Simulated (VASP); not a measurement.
# Cu (P6_3/mmc) in VASP: further runs, part 2 of 2

VASP 6.6.1. The steps go on from the part before.

### Step 3. Single point, r2SCAN

This run uses another cell than the first one, of 11.98 Å³/atom.

POSCAR

```
Cu
1.0
    2.5694819827      0.0000000000      0.0000000000
   -1.2847409914      2.2252366716      0.0000000000
    0.0000000000      0.0000000000      4.1896022167
Cu
2
Direct
    0.3333333333      0.6666666667      0.7500000000
    0.6666666667      0.3333333333      0.2500000000
```

INCAR.step1

```
PREC = Accurate
ENCUT = 520
ISMEAR = 0
SIGMA = 0.05
LREAL = F
LASPH = T
NELM = 100
NBANDS = 18
GGA = PE
ALGO = Normal
EDIFF = 1E-4
LWAVE = T
LCHARG = F
```

INCAR.step2

```
PREC = Accurate
ENCUT = 520
EDIFF = 1E-6
ISMEAR = 0
SIGMA = 0.05
LREAL = F
LASPH = T
NELM = 100
ALGO = Normal
ISIF = 2
LWAVE = F
LCHARG = F
METAGGA = R2SCAN
LMIXTAU = T
NBANDS = 18
ISTART = 1
```

KPOINTS

```
Automatic mesh
0
Gamma
  18 18 10
```

Potentials or basis: VASP PAW PBE potentials, release 64 (Cu).

The run is started by

```console
> cat potpaw_PBE.64/Cu/POTCAR > POTCAR
> cp INCAR.step1 INCAR
> mpirun -np 1 vasp_std > vasp.out
> cp INCAR.step2 INCAR
> mpirun -np 1 vasp_std > vasp.out
```

OUTCAR:

```text
PREC = Accurate
   ENCUT = 520
   EDIFF = 1E-6
   ISMEAR = 0
   LREAL = F
   LASPH = T
   NELM = 100
   ISIF = 2
   METAGGA = R2SCAN
   ISTART = 1

 ion  position               nearest neighbor table
   1  0.333  0.667  0.750-   2 2.57   2 2.57   2 2.57   2 2.57   2 2.57   2 2.57
   2  0.667  0.333  0.250-   1 2.57   1 2.57   1 2.57   1 2.57   1 2.57   1 2.57

  LATTYP: Found a hexagonal cell.
 ALAT       =     2.5694819827
 C/A-ratio  =     1.6305240686

  Lattice vectors:
[... 692 lines left out ...]

 [... further k-points ...]

------------------------ aborting loop because EDIFF is reached ----------------------------------------

  FORCE on cell =-STRESS in cart. coord.  units (eV):
  Direction    XX          YY          ZZ          XY          YZ          ZX
  --------------------------------------------------------------------------------------
  -------------------------------------------------------------------------------------
  Total       -0.8645932     -0.8645932     -0.8461138      0.0000000      0.0000000      0.0000000
  in kB      -57.8266186    -57.8266186    -56.5906624      0.0000000      0.0000000      0.0000000
  external PRESSURE =     -57.4146332 kB  Pullay stress =       0.0000000 kB

 VOLUME and BASIS-vectors are now :
 -----------------------------------------------------------------------------
  energy-cutoff  :      520.00
  volume of cell :       23.95
      direct lattice vectors                 reciprocal lattice vectors
     2.569481983  0.000000000  0.000000000     0.389183503  0.224695200  0.000000000
    -1.284740991  2.225236672  0.000000000     0.000000000  0.449390401  0.000000000
     0.000000000  0.000000000  4.189602217     0.000000000  0.000000000  0.238686144

 POSITION                                       TOTAL-FORCE (eV/Angst)
 -----------------------------------------------------------------------------------
     -0.00000      1.48349      3.14220         0.000000      0.000000      0.000000
      1.28474      0.74175      1.04740        -0.000000      0.000000      0.000000
 -----------------------------------------------------------------------------------
    total drift:                                0.000000     -0.000000      0.000000

  FREE ENERGIE OF THE ION-ELECTRON SYSTEM (eV)
  ---------------------------------------------------
  free  energy   TOTEN  =       -21.6136709768 eV

  energy  without entropy=      -21.6123311398  energy(sigma->0) =      -21.61300106
```

OSZICAR.step1:

```text
N       E                     dE             d eps       ncg     rms          rms(c)
DAV:   1     0.123065995298E+03    0.12307E+03   -0.10569E+04  8576   0.218E+03
DAV:   2    -0.318232960575E+01   -0.12625E+03   -0.11991E+03  8008   0.286E+02
DAV:   3    -0.916834418709E+01   -0.59860E+01   -0.57632E+01  8948   0.851E+01
DAV:   4    -0.923380294844E+01   -0.65459E-01   -0.65408E-01  9504   0.961E+00
DAV:   5    -0.923464983952E+01   -0.84689E-03   -0.84686E-03  9936   0.941E-01    0.109E+01
DAV:   6    -0.821164423601E+01    0.10230E+01   -0.11411E+01  8504   0.969E+01    0.571E+00
DAV:   7    -0.745795572886E+01    0.75369E+00   -0.23389E+00  8646   0.404E+01    0.725E-01
DAV:   8    -0.744007095348E+01    0.17885E-01   -0.20811E-02 11132   0.207E+00    0.514E-01
DAV:   9    -0.743541185020E+01    0.46591E-02   -0.82927E-03  9158   0.259E+00    0.353E-02
DAV:  10    -0.743543561532E+01   -0.23765E-04   -0.20195E-04  7732   0.221E-01
   1 F= -.74354356E+01 E0= -.74347697E+01  d E =-.133185E-02
```

It took 2 min on 1 thread of Intel Xeon 6975P-C (Granite Rapids), shared host; peak memory 0.2 GiB.

What came out:

| Quantity | Value |
| --- | --- |
| Free energy | -21.6137 eV |
| Pressure | -5.7 GPa |
| Band gap on the k mesh | zero (bands 11 and 12 overlap by 6.21 eV) |

Levels at points of the mesh, in eV from the Fermi level:
```tsv
k point	band 9	band 10	band 11	band 12	band 13	band 14
(0.00, 0.00, 0.00)	-2.49	-1.75	-1.75	-0.92	3.99	22.08
(0.50, 0.00, 0.00)	-1.61	-1.56	0.05	1.68	8.12	8.57
(0.00, 0.00, 0.50)	-1.97	-1.97	-1.97	-1.97	12.97	12.97
(0.50, 0.00, 0.50)	-1.59	-1.59	0.60	0.60	5.08	5.08
```

Caveat: the cell stands under tension; the PAW data sets were made with another functional, which shifts forces and pressure a little.
